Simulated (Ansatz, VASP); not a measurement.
## Na: VASP beside Ansatz

File POSCAR:

```
Na
1.0
    3.7670000000      0.0000000000      0.0000000000
   -1.8835000000      3.2623176961      0.0000000000
    0.0000000000      0.0000000000      6.1540000000
Na
2
Direct
    0.6666666667      0.3333333333      0.7500000000
    0.3333333333      0.6666666667      0.2500000000
```

Contents of INCAR.step1:

```
ALGO = Normal
EDIFF = 1E-5
ENCUT = 520
GGA = PE
ISIF = 2
ISMEAR = -1
LASPH = True
LCHARG = False
LREAL = False
LWAVE = True
NBANDS = 14
NELM = 100
PREC = Accurate
SIGMA = 0.05
```

The input INCAR.step2:

```
AEXX = 0.25
ALGO = Normal
EDIFF = 1E-7
ENCUT = 520
GGA = PE
ISIF = 2
ISMEAR = -1
ISTART = 1
LASPH = True
LCHARG = False
LHFCALC = True
LREAL = False
LWAVE = False
NBANDS = 14
NELM = 100
PREC = Accurate
PRECFOCK = Normal
SIGMA = 0.05
```

The input KPOINTS:

```
k-points
0
Gamma
  5 5 3
```

File input.yaml:

```yaml
crystal:
  lattice:
    - [3.767, 0.0, 0.0]
    - [-1.8835, 3.2623176961, 0.0]
    - [0.0, 0.0, 6.154]
  atoms:
    - { symbol: Na, position: [0.6666666667, 0.3333333333, 0.75] }
    - { symbol: Na, position: [0.3333333333, 0.6666666667, 0.25] }
hamiltonian:
  xc: pbe0
  pseudopotentials: { kind: paw }
kpoints:
  mp_grid: { grid: [5, 5, 3] }
scf:
  occupations: { method: fermi_dirac, width: 0.05 }
  n_extra_bands: 6
output:
  forces: true
  stress: true
  eigenvalues: true
  dos: { projected: true, de: 0.05 }
```

Alike in both runs: functional PBE0; k mesh 5 × 5 × 3; occupations fermi-dirac, width 0.05 eV; no spin polarisation.

|  | VASP | Ansatz |
| --- | --- | --- |
| version | VASP 6.6.1 | Ansatz 0.2.0 |
| potentials or method | VASP PAW PBE potentials, release 64 (Na_pv) | Ansatz PAW |
| plane-wave cutoff (eV) | 520 | 420 |
| valence electrons in the cell | 14 | 18 |
| task | single point | projected density of states |

```tsv
	VASP	Ansatz	Ansatz less VASP
gap on the k mesh at the Fermi level (eV)	none	none	-
pressure (GPa)	-0.1	-0.1	+0.02
traceless stress, the component that is largest in VASP (GPa)	0.07	0.07	+0.003
```

A gap of «none» marks a metal or a gap that the smearing closes. VASP's potentials hold 14 valence electrons a cell and Ansatz's 18, so a difference there can come from the potentials and not from the codes.

The k mesh is coarse, so the values compare programs but aren't converged.
